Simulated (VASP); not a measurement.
Input of a VASP 6.6.1 run:

The input INCAR:

```
SYSTEM = MgO
PREC     = Accurate       ! precision mode
ENCUT    = 520            ! plane-wave cutoff, eV
EDIFF    = 1E-6           ! SCF threshold, eV
ISMEAR   = 0              ! smearing method
SIGMA    = 0.02           ! smearing width, eV
LREAL    = .False.        ! projectors in reciprocal space
LASPH    = .True.         ! aspherical terms in the spheres
NELM     = 100            ! most SCF steps
ALGO     = Normal         ! electronic algorithm
ISIF     = 2              ! what is computed and relaxed
LWAVE    = .False.        ! write WAVECAR
LCHARG   = .False.        ! write CHGCAR
GGA      = PE             ! functional
NBANDS   = 11             ! bands
```

Contents of KPOINTS:

```
regular mesh
0
Gamma
  10 10 6
  0 0 0
```

File POSCAR:

```
MgO
1.0
    2.8288609874      0.0000000000      0.0000000000
    0.0000000000      2.8288609874      0.0000000000
    0.0000000000      0.0000000000      5.0497063795
Mg O
1 1
Direct
    0.5000000000      0.5000000000      0.0000000000
    0.0000000000      0.0000000000      0.0000000000
```

Potentials or basis: VASP PAW PBE potentials, release 64 (Mg, O).

The run is started by

```sh
$ cat potpaw_PBE.64/Mg/POTCAR potpaw_PBE.64/O/POTCAR > POTCAR
$ mpirun -np 1 vasp_std > vasp.out
```

Task: Predict the pressure.

Result: -0.2 GPa.

Task: Predict the band gap on the k mesh.

Result: 2.26 eV, indirect (least direct gap 2.50 eV).

Stress tensor (GPa, compression positive):
```
-0.27  0.00  0.00
 0.00 -0.27  0.00
 0.00  0.00 -0.05
```

A k mesh can miss the band edges. As with any semilocal functional, this PBE gap is likely too small.
